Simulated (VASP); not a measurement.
# HgTe (P6_3mc) in VASP: a series of runs, part 3 of 3

VASP 6.6.1.

## (4) Single point, PBE (39.07 Å³/atom)

This run uses another cell than the first one, of 39.07 Å³/atom.

Input file INCAR:

```
SYSTEM = HgTe
ALGO = Normal
EDIFF = 1E-7
ENCUT = 520
GGA = PE
ISIF = 2
ISMEAR = -1
LASPH = .True.
LCHARG = .False.
LREAL = .False.
LWAVE = .False.
NBANDS = 26
NELM = 100
PREC = Accurate
SIGMA = 0.02
```

Input file KPOINTS:

```
k-points
0
Gamma
  6 6 4
  0 0 0
```

Input file POSCAR:

```
HgTe
1.0
    4.7909380155      0.0000000000      0.0000000000
   -2.3954690077      4.1490740293      0.0000000000
    0.0000000000      0.0000000000      7.8623006560
Hg Te
2 2
Direct
    0.3333333333      0.6666666667      0.0003155690
    0.6666666667      0.3333333333      0.5003155690
    0.3333333333      0.6666666667      0.3746844310
    0.6666666667      0.3333333333      0.8746844310
```

Potentials or basis: VASP PAW PBE potentials, release 64 (Hg, Te).

Command:

```sh
$ cat potpaw_PBE.64/Hg/POTCAR potpaw_PBE.64/Te/POTCAR > POTCAR
$ mpirun -np 1 vasp_std > vasp.out
```

OUTCAR:

```text
SYSTEM = HgTe
   EDIFF = 1E-7
   ENCUT = 520
   GGA = PE
   ISIF = 2
   ISMEAR = -1
   LASPH = .True.
   LREAL = .False.
   NELM = 100
   PREC = Accurate

 ion  position               nearest neighbor table
   1  0.333  0.667  0.000-   4 2.94   4 2.94   4 2.94   3 2.94
   2  0.667  0.333  0.500-   3 2.94   3 2.94   3 2.94   4 2.94
   3  0.333  0.667  0.375-   2 2.94   2 2.94   2 2.94   1 2.94
   4  0.667  0.333  0.875-   1 2.94   1 2.94   1 2.94   2 2.94

  LATTYP: Found a hexagonal cell.
 ALAT       =     4.7909380155
 C/A-ratio  =     1.6410775156

  Lattice vectors:

 A1 = (   4.7909380155,   0.0000000000,   0.0000000000)
 A2 = (  -2.3954690077,   4.1490740293,   0.0000000000)
 A3 = (   0.0000000000,   0.0000000000,   7.8623006560)

Analysis of symmetry for initial positions (statically):
=====================================================================
 Subroutine PRICEL returns:
 Original cell was already a primitive cell.

 Routine SETGRP: Setting up the symmetry group for a
 hexagonal supercell.

 Subroutine GETGRP returns: Found 12 space group operations
 (whereof  6 operations were pure point group operations)
 out of a pool of 24 trial point group operations.

The static configuration has the point symmetry C_3v.
 The point group associated with its full space group is C_6v.

Analysis of symmetry for dynamics (positions and initial velocities):
=====================================================================
 Subroutine PRICEL returns:
 Original cell was already a primitive cell.

 Routine SETGRP: Setting up the symmetry group for a
 hexagonal supercell.

 Subroutine GETGRP returns: Found 12 space group operations
 (whereof  6 operations were pure point group operations)
 out of a pool of 24 trial point group operations.

The dynamic configuration has the point symmetry C_3v.
 The point group associated with its full space group is C_6v.

 Subroutine INISYM returns: Found 12 space group operations
 (whereof  6 operations are pure point group operations),
 and found     1 'primitive' translations

----------------------------------------------------------------------------------------

                                     Primitive cell

  volume of cell :     156.2865

  direct lattice vectors                    reciprocal lattice vectors
     4.790938016  0.000000000  0.000000000     0.208727393  0.120508816  0.000000000
    -2.395469008  4.149074029  0.000000000     0.000000000  0.241017633  0.000000000
     0.000000000  0.000000000  7.862300656     0.000000000  0.000000000  0.127189234

  length of vectors
     4.790938016  4.790938015  7.862300656     0.241017633  0.241017633  0.127189234

  position of ions in fractional coordinates (direct lattice)
     0.333333333  0.666666667  0.000315569
     0.666666667  0.333333333  0.500315569
     0.333333333  0.666666667  0.374684431
     0.666666667  0.333333333  0.874684431

  ion indices of the primitive-cell ions
   primitive index   ion index
                 1           1
                 2           2
                 3           3
                 4           4

----------------------------------------------------------------------------------------

 KPOINTS: k-points

Automatic generation of k-mesh.
 Grid dimensions read from file:
 generate k-points for:    6    6    4

 Generating k-lattice:

  Cartesian coordinates                     Fractional coordinates (reciprocal lattice)
     0.034787899  0.020084803  0.000000000     0.166666667  0.000000000  0.000000000
     0.000000000  0.040169605  0.000000000     0.000000000  0.166666667  0.000000000
     0.000000000  0.000000000  0.031797309     0.000000000  0.000000000  0.250000000

  Length of vectors
     0.040169605  0.040169605  0.031797309

  Shift w.r.t. Gamma in fractional coordinates (k-lattice)
     0.000000000  0.000000000  0.000000000

 Subroutine IBZKPT returns following result:
 ===========================================

 Found     21 irreducible k-points:

 Following reciprocal coordinates:
            Coordinates               Weight
  0.000000  0.000000  0.000000      1.000000
  0.166667  0.000000  0.000000      6.000000
  0.333333  0.000000  0.000000      6.000000
  0.500000  0.000000  0.000000      3.000000
  0.166667  0.166667  0.000000      6.000000
  0.333333  0.166667  0.000000     12.000000
[... 13 lines left out ...]
  0.333333  0.166667  0.500000     12.000000
  0.333333  0.333333  0.500000      2.000000
   k-points           NKPTS =     21   k-points in BZ     NKDIM =     21   number of bands    NBANDS=     26
   number of dos      NEDOS =    301   number of ions     NIONS =      4
   total plane-waves  NPLWV =  77760
   dimension x,y,z NGX =    36 NGY =   36 NGZ =   60
   dimension x,y,z NGXF=    72 NGYF=   72 NGZF=  120
   ions per type =               2   2
   NGX,Y,Z   is equivalent  to a cutoff of  12.49, 12.49, 12.69 a.u.
   NGXF,Y,Z  is equivalent  to a cutoff of  24.98, 24.98, 25.37 a.u.
 SYSTEM =  HgTe
   PREC   = accura    normal or accurate (medium, high low for compatibility)
   ISTART =      0    job   : 0-new  1-cont  2-samecut
   ICHARG =      2    charge: 1-file 2-atom 10-const
   ISPIN  =      1    spin polarized calculation?
   LNONCOLLINEAR =      F non collinear calculations
   LSORBIT =      F    spin-orbit coupling
   LASPH  =      T    aspherical Exc in radial PAW
   ENCUT  =  520.0 eV  38.22 Ry    6.18 a.u.   8.91  8.91 14.62*2*pi/ulx,y,z
   NELM   =    100;   NELMIN=  2; NELMDL= -5     # of ELM steps
   EDIFF  = 0.1E-06   stopping-criterion for ELM
   LREAL  =      F    real-space projection
   EDIFFG = 0.1E-05   stopping-criterion for IOM
   NSW    =      0    number of steps for IOM
   IBRION =     -1    ionic relax: 0-MD 1-quasi-New 2-CG
   NFREE  =      0    steps in history (QN), initial steepest desc. (CG)
   ISIF   =      2    stress and relaxation
   ISYM   =      2    0-nonsym 1-usesym 2-fastsym
   POTIM  = 0.5000    time-step for ionic-motion
   TEBEG  =    0.0;   TEEND  =   0.0 temperature during run
   PSTRESS=    0.0 pullay stress
   NELECT =      36.0000    total number of electrons
   NUPDOWN=      -1.0000    fix difference up-down
   EMIN   =  10.00;   EMAX   =-10.00  energy-range for DOS
   EFERMI =   0.00;   METHOD = LEGACY
   ISMEAR =    -1;   SIGMA  =   0.02  broadening in eV -4-tet -1-fermi 0-gaus
   EFERMI_NEDOS =   21; number of points for ismear=-14 and -15
   IALGO  =     38    algorithm
   IMIX   =      4    mixing-type and parameters
     AMIX     =   0.40;   BMIX     =  1.00
     AMIX_MAG =   1.60;   BMIX_MAG =  1.00
  volume/ion in A,a.u.               =      39.07       263.67
  Fermi-wavevector in a.u.,A,eV,Ry     =   1.003541  1.896418 13.702358  1.007095
  Thomas-Fermi vector in A             =   2.136100
   LORBIT       =      0    0 simple, 1 ext, 2 COOP (PROOUT), +10 PAW based schemes
   GGA     = PE    functional components
   LHFCALC =     F    Hartree Fock is set to
   AEXX    =    0.0000 exact exchange contribution
   IVDW    =     0    specifies the selected vdW correction
   LEPSILON=     F    determine dielectric tensor
   LRPA    =     F    only Hartree local field effects (RPA)
 non-spin polarized calculation
  energy-cutoff  :      520.00
  volume of cell :      156.29
 maximum number of plane-waves:      4245
 NGX is ok and might be reduce to    36
   NGX = 17   NGY = 17   NGZ = 29

 number of electron      36.0000005 magnetization

 Free energy of the ion-electron system (eV)
  ---------------------------------------------------
  ext. energy  EPLUGINS =         0.00000000
  ---------------------------------------------------
  free energy    TOTEN  =        -7.21567942 eV

  energy without entropy =       -7.21522956  energy(sigma->0) =       -7.21545449

 E-fermi :   1.6965     XC(G=0):  -8.0853

 val. band max:        1.6944761540   @ k =   0.0000   0.0000   0.0000
 cond. band min:       2.2642508689   @ k =   0.0000   0.0000   0.2500
 fundamental gap:      0.5697747149
 Fermi energy:         1.6964682107

 k-point     1 :       0.0000    0.0000    0.0000
  band No.  band energies     occupation
      1      -9.3762      2.00000
      2      -8.9687      2.00000
      3      -4.9279      2.00000
      4      -4.9206      2.00000
      5      -4.9206      2.00000
      6      -4.8535      2.00000
[... 598 lines left out ...]
     25       8.5461      0.00000
     26       8.5461      0.00000

------------------------ aborting loop because EDIFF is reached ----------------------------------------

  FORCE on cell =-STRESS in cart. coord.  units (eV):
  Direction    XX          YY          ZZ          XY          YZ          ZX
  --------------------------------------------------------------------------------------
  -------------------------------------------------------------------------------------
  Total       -1.6189074     -1.6189074     -1.6260814     -0.0000000      0.0000000      0.0000000
  in kB      -16.5962973    -16.5962973    -16.6698419     -0.0000000      0.0000000      0.0000000
  external PRESSURE =     -16.6208121 kB  Pullay stress =       0.0000000 kB

 VOLUME and BASIS-vectors are now :
 -----------------------------------------------------------------------------
  energy-cutoff  :      520.00
  volume of cell :      156.29
      direct lattice vectors                 reciprocal lattice vectors
     4.790938016  0.000000000  0.000000000     0.208727393  0.120508816  0.000000000
    -2.395469008  4.149074029  0.000000000     0.000000000  0.241017633  0.000000000
     0.000000000  0.000000000  7.862300656     0.000000000  0.000000000  0.127189234

 POSITION                                       TOTAL-FORCE (eV/Angst)
 -----------------------------------------------------------------------------------
     -0.00000      2.76605      0.00248         0.000000     -0.000000     -0.005689
      2.39547      1.38302      3.93363        -0.000000      0.000000     -0.005689
     -0.00000      2.76605      2.94588         0.000000     -0.000000      0.005689
      2.39547      1.38302      6.87703        -0.000000      0.000000      0.005689
 -----------------------------------------------------------------------------------
    total drift:                               -0.000000      0.000000      0.000157

  FREE ENERGIE OF THE ION-ELECTRON SYSTEM (eV)
  ---------------------------------------------------
  free  energy   TOTEN  =        -7.2156794174 eV

  energy  without entropy=       -7.2152295561  energy(sigma->0) =       -7.21545449
```

OSZICAR:

```text
N       E                     dE             d eps       ncg     rms          rms(c)
DAV:   1     0.228152581469E+03    0.22815E+03   -0.15247E+04  1092   0.118E+03
DAV:   2     0.492226119682E+01   -0.22323E+03   -0.21408E+03  1158   0.271E+02
DAV:   3    -0.743568235760E+01   -0.12358E+02   -0.12259E+02  1318   0.630E+01
DAV:   4    -0.761269100603E+01   -0.17701E+00   -0.17687E+00  1382   0.663E+00
DAV:   5    -0.761446557410E+01   -0.17746E-02   -0.17745E-02  1304   0.719E-01    0.776E+00
DAV:   6    -0.722185114156E+01    0.39261E+00   -0.88826E-01  1142   0.920E+00    0.643E+00
DAV:   7    -0.721695168072E+01    0.48995E-02   -0.26624E-01  1168   0.256E+00    0.261E+00
DAV:   8    -0.721554235073E+01    0.14093E-02   -0.25828E-02  1138   0.145E+00    0.612E-01
DAV:   9    -0.721567120593E+01   -0.12886E-03   -0.33283E-03  1244   0.539E-01    0.154E-01
DAV:  10    -0.721565285953E+01    0.18346E-04   -0.32128E-04  1138   0.164E-01    0.597E-02
DAV:  11    -0.721568724663E+01   -0.34387E-04   -0.19460E-04  1196   0.951E-02    0.465E-02
DAV:  12    -0.721568157571E+01    0.56709E-05   -0.19387E-05  1232   0.330E-02    0.384E-02
DAV:  13    -0.721568016116E+01    0.14145E-05   -0.30021E-06  1172   0.929E-03    0.187E-02
DAV:  14    -0.721567912068E+01    0.10405E-05   -0.40025E-06  1128   0.149E-02    0.111E-02
DAV:  15    -0.721567942743E+01   -0.30675E-06   -0.41180E-07  1162   0.376E-03    0.708E-03
DAV:  16    -0.721567941737E+01    0.10057E-07   -0.46023E-09   578   0.424E-04
   1 F= -.72156794E+01 E0= -.72154545E+01  d E =-.449861E-03
```

stdout:

```text
POSCAR found type information on POSCAR HgTe
 POSCAR found :  2 types and       4 ions
 scaLAPACK will be used
 LDA part: xc-table for (Slater+PW92), standard interpolation
 POSCAR, INCAR and KPOINTS ok, starting setup
 FFT: planning ... GRIDC
 FFT: planning ... GRID_SOFT
 FFT: planning ... GRID
 WAVECAR not read
 entering main loop
```

It took 34 s on 1 thread of Intel Xeon 6975P-C (Granite Rapids), shared host; peak memory 0.3 GiB.

What came out:

```
Free energy            : -7.2157 eV
Pressure               : -1.7 GPa
Largest force          : 0.006 eV/Å
Band gap on the k mesh : zero (filled and empty bands touch)
```

Forces on the atoms (eV/Å):
```
Hg   0.000  0.000 -0.006
Hg   0.000  0.000 -0.006
Te   0.000  0.000  0.006
Te   0.000  0.000  0.006
```

Caveat: semilocal functionals underestimate gaps, so a narrow gap can read as zero; spin-orbit coupling is left out, which moves the levels of the heavy elements.

## (5) Overview

```csv
cell,gap on the mesh (eV),pressure (GPa)
"a = 4.699, b = 4.699, c = 7.711 Å, angles 90.0, 90.0, 120.0°, 4 atoms",none,0.0
"a = 4.745, b = 4.745, c = 7.787 Å, angles 90.0, 90.0, 120.0°, 4 atoms",none,-0.9
"a = 4.791, b = 4.791, c = 7.862 Å, angles 90.0, 90.0, 120.0°, 4 atoms",none,-1.7
```

Alike in all rows: task single point; level PBE; potentials or basis VASP PAW PBE potentials, release 64 (Hg, Te); no spin polarisation; k mesh 6 × 6 × 4; cutoff (eV) 520; smearing fermi-dirac 0.02 eV.

Caveats: semilocal functionals underestimate gaps, so a narrow gap can read as zero; spin-orbit coupling is left out, which moves the levels of the heavy elements.

Total energies depend on the potentials used, so only differences within one code and one set of settings carry meaning.
